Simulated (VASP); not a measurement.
Wanted: the native input for a VASP 6.6.1 run.

```yaml
Task: single point
Functional: r2SCAN
Potentials_or_basis: VASP PAW PBE potentials, release 64 (Al, N)
Cutoff: 520 eV
k_mesh: 10 × 10 × 10
Occupations: gaussian, width 0.01 eV
Spin: no spin polarisation
Dipole_correction: no
Further_INCAR_settings: ALGO = Normal; EDIFF = 1e-07; NBANDS = 11
```

AlN:

```xyz
2
Lattice="2.1958 2.1958 0.0000 -2.1958 2.1958 0.0000 0.0000 2.1958 2.1733" Properties=species:S:1:pos:R:3 pbc="T T T"
Al    0.0000    0.0000    0.0000
N    -1.0979    3.2937    1.0866
```

This cell differs from its parent crystal: film at in-plane strain +0.005.

One way to write it, as run:

POSCAR

```
AlN
1.0
    2.1958243475      2.1958243475      0.0000000000
   -2.1958243475      2.1958243475      0.0000000000
    0.0000000000      2.1958243475      2.1732906460
Al N
1 1
Direct
    0.0000000000      0.0000000000      0.0000000000
    0.2500000000      0.7500000000      0.5000000000
```

INCAR.step1

```
PREC     = Accurate       # precision mode
ENCUT    = 520            # plane-wave cutoff, eV
ISMEAR   = 0              # smearing method
SIGMA    = 0.01           # smearing width, eV
LREAL    = F              # projectors in reciprocal space
LASPH    = T              # aspherical terms in the spheres
NELM     = 80             # most SCF steps
NBANDS   = 11             # bands
GGA      = PE             # functional
ALGO     = Normal         # electronic algorithm
EDIFF    = 1E-4           # SCF threshold, eV
LWAVE    = T              # write WAVECAR
LCHARG   = F              # write CHGCAR
```

INCAR.step2

```
PREC     = Accurate       # precision mode
ENCUT    = 520            # plane-wave cutoff, eV
EDIFF    = 1E-7           # SCF threshold, eV
ISMEAR   = 0              # smearing method
SIGMA    = 0.01           # smearing width, eV
LREAL    = F              # projectors in reciprocal space
LASPH    = T              # aspherical terms in the spheres
NELM     = 80             # most SCF steps
ALGO     = Normal         # electronic algorithm
ISIF     = 2              # what is computed and relaxed
LWAVE    = F              # write WAVECAR
LCHARG   = F              # write CHGCAR
METAGGA  = R2SCAN         # meta-GGA
LMIXTAU  = T            
NBANDS   = 11             # bands
ISTART   = 1
```

KPOINTS

```
Automatic mesh
0
Gamma
  10 10 10
```

Potentials or basis: VASP PAW PBE potentials, release 64 (Al, N).

Run with:

```console
$ cat potpaw_PBE.64/Al/POTCAR potpaw_PBE.64/N/POTCAR > POTCAR
$ cp INCAR.step1 INCAR
$ mpirun -np 1 vasp_std > vasp.out
$ cp INCAR.step2 INCAR
$ mpirun -np 1 vasp_std > vasp.out
```

It gave:

The pressure is -1.4 GPa. The band gap on the k mesh is 3.87 eV, indirect (least direct gap 4.81 eV).

Caveat: the cell differs from its parent crystal (film at in-plane strain +0.005); the PAW data sets were made with another functional, which shifts forces and pressure a little.

Wall time 56 s on 1 thread of Intel Xeon 6975P-C, on a shared host, peak memory 0.15 GiB.
